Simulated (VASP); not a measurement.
Here is a VASP 6.6.1 calculation.

Contents of INCAR:

```
SYSTEM = Ta3W2
ALGO = Fast
EDIFF = 1E-6
ENCUT = 520
GGA = PE
ISIF = 2
ISMEAR = 0
LASPH = .TRUE.
LCHARG = .FALSE.
LREAL = .FALSE.
LWAVE = .FALSE.
NBANDS = 38
NELM = 60
PREC = Accurate
SIGMA = 0.1
```

Contents of KPOINTS:

```
k-points
0
G
  8 8 8
  0 0 0
```

POSCAR

```
Ta3W2
1.0
   -1.6177682703      1.6177682703      8.2668953762
    1.6177682703     -1.6177682703      8.2668953762
    1.6177682703      1.6177682703     -8.2668953762
Ta W
3 2
Direct
    0.8962932018      0.8962932018      0.0000000000
    0.5000000000      0.5000000000      0.0000000000
    0.1037067982      0.1037067982      0.0000000000
    0.7029967370      0.7029967370      0.0000000000
    0.2970032630      0.2970032630      0.0000000000
```

Potentials or basis: VASP PAW PBE potentials, release 64 (Ta_pv, W_sv).

Run with:

```bash
$ cat potpaw_PBE.64/Ta_pv/POTCAR potpaw_PBE.64/W_sv/POTCAR > POTCAR
$ mpirun -np 1 vasp_std > vasp.out
```

Q: Predict the band gap on the k mesh.

A: Zero (an odd number of electrons rules out a gap without spin polarisation).

Q: Estimate the pressure.

A: 0.0 GPa.

Q: Estimate the largest force.

A: 0.013 eV/Å.

Forces in eV/Å, atoms in the order of the input:
```
Ta   0.000  0.000  0.000
Ta   0.000  0.000  0.000
Ta   0.000  0.000  0.000
W    0.000  0.000  0.013
W    0.000  0.000 -0.013
```

Caveat: spin-orbit coupling is left out, which moves the levels of the heavy elements.
